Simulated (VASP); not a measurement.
## Be: single point with LDA

The system is Be.

```xyz
1
Lattice="2.1414 0.0000 0.0000 0.0000 2.1414 0.0000 0.0000 0.0000 2.1414" Properties=species:S:1:pos:R:3 pbc="T T T"
Be    0.0000    0.0000    0.0000
```

This isn't the form of Be at room conditions, which is hcp.

```json
{"Program": "VASP 6.6.1", "Task": "single point", "Functional": "LDA", "Potentials or basis": "VASP PAW LDA potentials, release 64 (Be)", "Cutoff": "600 eV", "k mesh": "21 × 21 × 21", "Occupations": "fermi-dirac, width 0.1 eV", "Spin": "no spin polarisation"}
```

```
Pressure               : 0.2 GPa
Band gap on the k mesh : zero (bands 1 and 2 overlap by 6.65 eV)
```

Levels at points of the mesh, in eV from the Fermi level:
| k point | band 1 | band 2 | band 3 | band 4 | band 5 | band 6 |
| --- | --- | --- | --- | --- | --- | --- |
| (0.00, 0.00, 0.00) | -9.82 | 13.76 | 13.76 | 13.76 | 19.76 | 19.76 |

Run time: 15 s on 1 thread of Intel Xeon 8259CL (shared host), peak memory 0.12 GiB.
